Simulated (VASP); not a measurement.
# Mg2NCl (R-3m) in VASP: a series of runs

The runs below take Mg2NCl through single point, with LDA.

Everything below comes from runs of VASP 6.6.1. Logs are shortened: lines on timing, memory, paths and dates and some standing lists are left out, and cuts for length are marked.

## 1. The cell of the first run

It takes space group R-3m (No. 166, trigonal). Conventional cell: a = 3.321 Å, b = 3.321 Å, c = 17.559 Å, α = 90.00°, β = 90.00°, γ = 120.00°. Mg (site symmetry 3m) has 3 N at 2.16 Å and 3 Cl at 2.73 Å and 3 Mg at 2.75 Å within 2.9 Å. Within 2.9 Å of N (site symmetry -3m) lie 6 Mg at 2.16 Å. Within 3.6 Å of Cl (site symmetry -3m) lie 6 Mg at 2.73 Å and 6 Cl at 3.32 Å and 6 N at 3.50 Å.

## 2. Single point, LDA (strain +0.000 along x and y, -0.025 along z)

Input file INCAR:

```
PREC     = Accurate       # precision mode
ENCUT    = 520            # plane-wave cutoff, eV
EDIFF    = 1E-6           # SCF threshold, eV
ISMEAR   = 0              # smearing method
SIGMA    = 0.05           # smearing width, eV
LREAL    = F              # projectors in reciprocal space
LASPH    = T              # aspherical terms in the spheres
NELM     = 60             # most SCF steps
ALGO     = Normal         # electronic algorithm
ISIF     = 2              # what is computed and relaxed
LWAVE    = F              # write WAVECAR
LCHARG   = F              # write CHGCAR
GGA      = CA             # functional
NBANDS   = 16             # bands
```

Input file KPOINTS:

```
regular mesh
0
Gamma
  9 9 9
```

Input file POSCAR:

```
Mg2NCl
1.0
    1.6606666161      0.9587863178      5.8529025750
   -1.6606666161      0.9587863178      5.8529025750
    0.0000000000     -1.9175726357      5.8529025750
Mg N Cl
2 1 1
Direct
    0.2228150000      0.2228150000      0.2228150000
    0.7771850000      0.7771850000      0.7771850000
    0.5000000000      0.5000000000      0.5000000000
    0.0000000000      0.0000000000      0.0000000000
```

Potentials or basis: VASP PAW LDA potentials, release 64 (Mg, N, Cl).

Started as:

```sh
cat potpaw_LDA.64/Mg/POTCAR potpaw_LDA.64/N/POTCAR potpaw_LDA.64/Cl/POTCAR > POTCAR
mpirun -np 1 vasp_std > vasp.out
```

OUTCAR:

```text
PREC = Accurate
   ENCUT = 520
   EDIFF = 1E-6
   ISMEAR = 0
   LREAL = F
   LASPH = T
   NELM = 60
   ISIF = 2
   GGA = CA

 ion  position               nearest neighbor table
   1  0.223  0.223  0.223-   3 2.16   3 2.16   3 2.16   4 2.73   4 2.73   4 2.73   2 2.75   2 2.75
                             2 2.75
   2  0.777  0.777  0.777-   3 2.16   3 2.16   3 2.16   4 2.73   4 2.73   4 2.73   1 2.75   1 2.75
                             1 2.75
   3  0.500  0.500  0.500-   1 2.16   2 2.16   1 2.16   1 2.16   2 2.16   2 2.16
   4  0.000  0.000  0.000-   2 2.73   2 2.73   1 2.73   1 2.73   2 2.73   1 2.73

  LATTYP: Found a trigonal (rhomboedric) cell.
 ALAT       =     6.1590221111
 COS(alpha) =     0.8545976654

  Lattice vectors:

 A1 = (   1.6606666161,   0.9587863178,   5.8529025750)
 A2 = (  -1.6606666161,   0.9587863178,   5.8529025750)
 A3 = (   0.0000000000,  -1.9175726357,   5.8529025750)

Analysis of symmetry for initial positions (statically):
=====================================================================
 Subroutine PRICEL returns:
 Original cell was already a primitive cell.

 Routine SETGRP: Setting up the symmetry group for a
 trigonal (rhombohedral) supercell.

 Subroutine GETGRP returns: Found 12 space group operations
 (whereof 12 operations were pure point group operations)
 out of a pool of 12 trial point group operations.

The static configuration has the point symmetry D_3d.

Analysis of symmetry for dynamics (positions and initial velocities):
=====================================================================
 Subroutine PRICEL returns:
 Original cell was already a primitive cell.

 Routine SETGRP: Setting up the symmetry group for a
 trigonal (rhombohedral) supercell.

 Subroutine GETGRP returns: Found 12 space group operations
 (whereof 12 operations were pure point group operations)
 out of a pool of 12 trial point group operations.

The dynamic configuration has the point symmetry D_3d.

 Subroutine INISYM returns: Found 12 space group operations
 (whereof 12 operations are pure point group operations),
 and found     1 'primitive' translations

----------------------------------------------------------------------------------------

                                     Primitive cell

  volume of cell :      55.9148

  direct lattice vectors                    reciprocal lattice vectors
     1.660666616  0.958786318  5.852902575     0.301083911  0.173830877  0.056951799
    -1.660666616  0.958786318  5.852902575    -0.301083911  0.173830877  0.056951799
     0.000000000 -1.917572636  5.852902575     0.000000000 -0.347661754  0.056951799

  length of vectors
     6.159022111  6.159022111  6.159022111     0.352295619  0.352295619  0.352295619

  position of ions in fractional coordinates (direct lattice)
     0.222815000  0.222815000  0.222815000
     0.777185000  0.777185000  0.777185000
     0.500000000  0.500000000  0.500000000
     0.000000000  0.000000000  0.000000000

  ion indices of the primitive-cell ions
   primitive index   ion index
                 1           1
                 2           2
                 3           3
                 4           4

----------------------------------------------------------------------------------------

 KPOINTS: regular mesh

Automatic generation of k-mesh.
 Grid dimensions read from file:
 generate k-points for:    9    9    9

 Generating k-lattice:

  Cartesian coordinates                     Fractional coordinates (reciprocal lattice)
     0.033453768  0.019314542  0.006327978     0.111111111 -0.000000000 -0.000000000
    -0.033453768  0.019314542  0.006327978    -0.000000000  0.111111111 -0.000000000
     0.000000000 -0.038629084  0.006327978     0.000000000  0.000000000  0.111111111

  Length of vectors
     0.039143958  0.039143958  0.039143958

  Shift w.r.t. Gamma in fractional coordinates (k-lattice)
     0.000000000  0.000000000  0.000000000

 Subroutine IBZKPT returns following result:
 ===========================================

 Found     85 irreducible k-points:

 Following reciprocal coordinates:
            Coordinates               Weight
  0.000000  0.000000  0.000000      1.000000
  0.111111  0.000000 -0.000000      6.000000
  0.222222  0.000000 -0.000000      6.000000
  0.333333  0.000000  0.000000      6.000000
  0.444444  0.000000 -0.000000      6.000000
  0.111111  0.111111 -0.000000      6.000000
[... 16 lines left out ...]
 -0.333333  0.333333  0.000000      6.000000
  0.444444  0.444444  0.000000      6.000000
 [... further k-points ...]
   k-points           NKPTS =     85   k-points in BZ     NKDIM =     85   number of bands    NBANDS=     16
   number of dos      NEDOS =    301   number of ions     NIONS =      4
   total plane-waves  NPLWV = 110592
   dimension x,y,z NGX =    48 NGY =   48 NGZ =   48
   dimension x,y,z NGXF=    96 NGYF=   96 NGZF=   96
   ions per type =               2   1   1
   NGX,Y,Z   is equivalent  to a cutoff of  12.96, 12.96, 12.96 a.u.
   NGXF,Y,Z  is equivalent  to a cutoff of  25.91, 25.91, 25.91 a.u.
 SYSTEM =  unknown system
   PREC   = accura    normal or accurate (medium, high low for compatibility)
   ISTART =      0    job   : 0-new  1-cont  2-samecut
   ICHARG =      2    charge: 1-file 2-atom 10-const
   ISPIN  =      1    spin polarized calculation?
   LNONCOLLINEAR =      F non collinear calculations
   LSORBIT =      F    spin-orbit coupling
   LASPH  =      T    aspherical Exc in radial PAW
   ENCUT  =  520.0 eV  38.22 Ry    6.18 a.u.  11.45 11.45 11.45*2*pi/ulx,y,z
   NELM   =     60;   NELMIN=  2; NELMDL= -5     # of ELM steps
   EDIFF  = 0.1E-05   stopping-criterion for ELM
   LREAL  =      F    real-space projection
[... 7 lines left out ...]
   TEBEG  =    0.0;   TEEND  =   0.0 temperature during run
   PSTRESS=    0.0 pullay stress
   NELECT =      16.0000    total number of electrons
   NUPDOWN=      -1.0000    fix difference up-down
   EMIN   =  10.00;   EMAX   =-10.00  energy-range for DOS
   EFERMI =   0.00;   METHOD = LEGACY
   ISMEAR =     0;   SIGMA  =   0.05  broadening in eV -4-tet -1-fermi 0-gaus
   EFERMI_NEDOS =   21; number of points for ismear=-14 and -15
   IALGO  =     38    algorithm
   IMIX   =      4    mixing-type and parameters
     AMIX     =   0.40;   BMIX     =  1.00
     AMIX_MAG =   1.60;   BMIX_MAG =  1.00
  volume/ion in A,a.u.               =      13.98        94.33
  Fermi-wavevector in a.u.,A,eV,Ry     =   1.078796  2.038628 15.834463  1.163800
  Thomas-Fermi vector in A             =   2.214744
   LORBIT       =      0    0 simple, 1 ext, 2 COOP (PROOUT), +10 PAW based schemes
   GGA     = CA    functional components
   LHFCALC =     F    Hartree Fock is set to
   AEXX    =    0.0000 exact exchange contribution
   IVDW    =     0    specifies the selected vdW correction
   LEPSILON=     F    determine dielectric tensor
   LRPA    =     F    only Hartree local field effects (RPA)
 non-spin polarized calculation
 Gauss-broadening in eV      SIGMA  =   0.05
  energy-cutoff  :      520.00
  volume of cell :       55.91
 maximum number of plane-waves:      1523
 NGX is ok and might be reduce to    48
   NGX = 23   NGY = 23   NGZ = 23

 number of electron      16.0000000 magnetization

 Free energy of the ion-electron system (eV)
  ---------------------------------------------------
  ext. energy  EPLUGINS =         0.00000000
  ---------------------------------------------------
  free energy    TOTEN  =       -20.28939789 eV

  energy without entropy =      -20.28939789  energy(sigma->0) =      -20.28939789

 E-fermi :   4.1171     XC(G=0): -10.4201

 val. band max:        3.9080004653   @ k =   0.0000   0.0000   0.0000
 cond. band min:       6.3584274888   @ k =   0.0000   0.0000   0.0000
 fundamental gap:      2.4504270235
 Fermi energy:         4.1171365361

 k-point     1 :       0.0000    0.0000    0.0000
  band No.  band energies     occupation
      1     -12.4992      2.00000
      2      -8.5689      2.00000
      3      -2.3755      2.00000
      4       1.5707      2.00000
      5       1.5707      2.00000
      6       3.1359      2.00000
[... 8 lines left out ...]
     15      14.0091      0.00000
     16      14.0091      0.00000

 k-point     2 :       0.1111    0.0000   -0.0000
  band No.  band energies     occupation
      1     -12.4052      2.00000
      2      -8.4778      2.00000
      3      -2.2231      2.00000
      4       0.9805      2.00000
      5       1.4620      2.00000
      6       3.0852      2.00000
[... 8 lines left out ...]
     15      13.5052      0.00000
     16      14.1792      0.00000

 k-point     3 :       0.2222    0.0000   -0.0000
  band No.  band energies     occupation
      1     -12.1526      2.00000
      2      -8.2307      2.00000
      3      -1.8001      2.00000
      4      -0.2341      2.00000
      5       1.2045      2.00000
      6       1.9232      2.00000
[... 8 lines left out ...]
     15      13.8719      0.00000
     16      14.8625      0.00000

 k-point     4 :       0.3333    0.0000    0.0000
  band No.  band energies     occupation
      1     -11.8341      2.00000
      2      -7.9148      2.00000
      3      -1.4141      2.00000
      4      -1.1851      2.00000
      5       0.7883      2.00000
      6       0.9378      2.00000
[... 8 lines left out ...]
     15      13.7114      0.00000
     16      15.8284      0.00000
[... 324 lines left out ...]
 k-point    22 :      -0.4444    0.3333    0.0000
  band No.  band energies     occupation
      1     -11.5056      2.00000
      2      -7.5612      2.00000
      3      -1.8515      2.00000
      4      -1.0020      2.00000
      5      -0.4697      2.00000
      6       1.2010      2.00000
[... 8 lines left out ...]
     15      14.7849      0.00000
     16      15.9098      0.00000

 k-point    23 :      -0.3333    0.3333    0.0000
  band No.  band energies     occupation
      1     -11.4442      2.00000
      2      -7.4942      2.00000
      3      -1.3788      2.00000
      4      -1.2771      2.00000
      5      -0.7531      2.00000
      6       1.0646      2.00000
[... 8 lines left out ...]
     15      15.3256      0.00000
     16      15.7608      0.00000

 k-point    24 :       0.4444    0.4444    0.0000
  band No.  band energies     occupation
      1     -11.6014      2.00000
      2      -7.6633      2.00000
      3      -2.2511      2.00000
      4      -1.2896      2.00000
      5       0.7465      2.00000
      6       1.0190      2.00000
[... 8 lines left out ...]
     15      14.0203      0.00000
     16      16.0876      0.00000

 [... further k-points ...]

------------------------ aborting loop because EDIFF is reached ----------------------------------------

  FORCE on cell =-STRESS in cart. coord.  units (eV):
  Direction    XX          YY          ZZ          XY          YZ          ZX
  --------------------------------------------------------------------------------------
  -------------------------------------------------------------------------------------
  Total       -2.2380014     -2.2380014     -0.7185156      0.0000000      0.0000000      0.0000000
  in kB      -64.1274690    -64.1274690    -20.5882757      0.0000000      0.0000000      0.0000000
  external PRESSURE =     -49.6144045 kB  Pullay stress =       0.0000000 kB

 VOLUME and BASIS-vectors are now :
 -----------------------------------------------------------------------------
  energy-cutoff  :      520.00
  volume of cell :       55.91
      direct lattice vectors                 reciprocal lattice vectors
     1.660666616  0.958786318  5.852902575     0.301083911  0.173830877  0.056951799
    -1.660666616  0.958786318  5.852902575    -0.301083911  0.173830877  0.056951799
     0.000000000 -1.917572636  5.852902575     0.000000000 -0.347661754  0.056951799

 POSITION                                       TOTAL-FORCE (eV/Angst)
 -----------------------------------------------------------------------------------
      0.00000     -0.00000      3.91234        -0.000000      0.000000     -0.005589
      0.00000     -0.00000     13.64636        -0.000000     -0.000000      0.005589
      0.00000     -0.00000      8.77935         0.000000     -0.000000     -0.000000
      0.00000      0.00000      0.00000        -0.000000     -0.000000      0.000000
 -----------------------------------------------------------------------------------
    total drift:                                0.000000     -0.000000     -0.000000

  FREE ENERGIE OF THE ION-ELECTRON SYSTEM (eV)
  ---------------------------------------------------
  free  energy   TOTEN  =       -20.2893978886 eV

  energy  without entropy=      -20.2893978886  energy(sigma->0) =      -20.28939789
```

It took 1.7 min on 1 thread of Intel Xeon 6975P-C (Granite Rapids), shared host; peak memory 0.3 GiB.

Results:

```yaml
Free_energy: -20.2894 eV
Pressure: -5.0 GPa
Largest_force: 0.006 eV/Å
Band_gap_on_the_k_mesh: 2.45 eV
```

Forces in eV/Å, atoms in the order of the input:
```
Mg   0.000  0.000 -0.006
Mg   0.000  0.000  0.006
N    0.000  0.000  0.000
Cl   0.000  0.000  0.000
```

Levels at points of the mesh, in eV from the valence-band top:
```
           k point  band 6  band 7  band 8  band 9  band 10  band 11
(0.00, 0.00, 0.00)   -0.77    0.00    0.00    2.45     5.18     8.67
```

Caveat: the cell differs from its parent crystal (strain +0.000 along x and y, -0.025 along z); the cell stands under tension; an odd mesh through Γ misses points on the zone boundary, where band edges can lie.

## 3. Single point, LDA (strain -0.025 along x and y, +0.050 along z)

Input file INCAR:

```
SYSTEM = Mg2NCl
PREC     = Accurate       ! precision mode
ENCUT    = 520            ! plane-wave cutoff, eV
EDIFF    = 1E-7           ! SCF threshold, eV
ISMEAR   = 0              ! smearing method
SIGMA    = 0.05           ! smearing width, eV
LREAL    = .False.        ! projectors in reciprocal space
LASPH    = .True.         ! aspherical terms in the spheres
NELM     = 80             ! most SCF steps
ALGO     = Normal         ! electronic algorithm
ISIF     = 2              ! what is computed and relaxed
LWAVE    = .False.        ! write WAVECAR
LCHARG   = .False.        ! write CHGCAR
GGA      = CA             ! functional
NBANDS   = 16             ! bands
```

Input file KPOINTS:

```
regular mesh
0
Gamma
  9 9 9
  0 0 0
```

Input file POSCAR:

```
Mg2NCl
1.0
    1.6191499507      0.9348166599      6.3031258500
   -1.6191499507      0.9348166599      6.3031258500
    0.0000000000     -1.8696333198      6.3031258500
Mg N Cl
2 1 1
Direct
    0.2228150000      0.2228150000      0.2228150000
    0.7771850000      0.7771850000      0.7771850000
    0.5000000000      0.5000000000      0.5000000000
    0.0000000000      0.0000000000      0.0000000000
```

Potentials or basis: VASP PAW LDA potentials, release 64 (Mg, N, Cl).

Started as:

```sh
cat potpaw_LDA.64/Mg/POTCAR potpaw_LDA.64/N/POTCAR potpaw_LDA.64/Cl/POTCAR > POTCAR
mpirun -np 1 vasp_std > vasp.out
```

Run time: 2.1 min. Hardware: 1 thread of Intel Xeon 6975P-C (Granite Rapids), shared host; peak memory 0.31 GiB.

It converged, with:

```
Free energy            : -20.1622 eV
Pressure               : -5.6 GPa
Largest force          : 0.510 eV/Å
Band gap on the k mesh : 1.58 eV
```

Forces in eV/Å, atoms in the order of the input:
```
Mg   0.000  0.000 -0.510
Mg   0.000  0.000  0.510
N    0.000  0.000  0.000
Cl   0.000  0.000  0.000
```

Stress tensor (GPa, compression positive):
```
 -1.72   0.00   0.00
  0.00  -1.72   0.00
  0.00   0.00 -13.49
```

Levels at points of the mesh, in eV from the valence-band top:
```csv
k point,band 4,band 5,band 6,band 7,band 8,band 9,band 10,band 11,band 12,band 13
"(0.00, 0.00, 0.00)",-2.02,-2.02,-1.67,0.00,0.00,1.58,5.63,7.44,8.23,9.90
```

Caveat: the cell differs from its parent crystal (strain -0.025 along x and y, +0.050 along z); the cell stands under tension; an odd mesh through Γ misses points on the zone boundary, where band edges can lie.
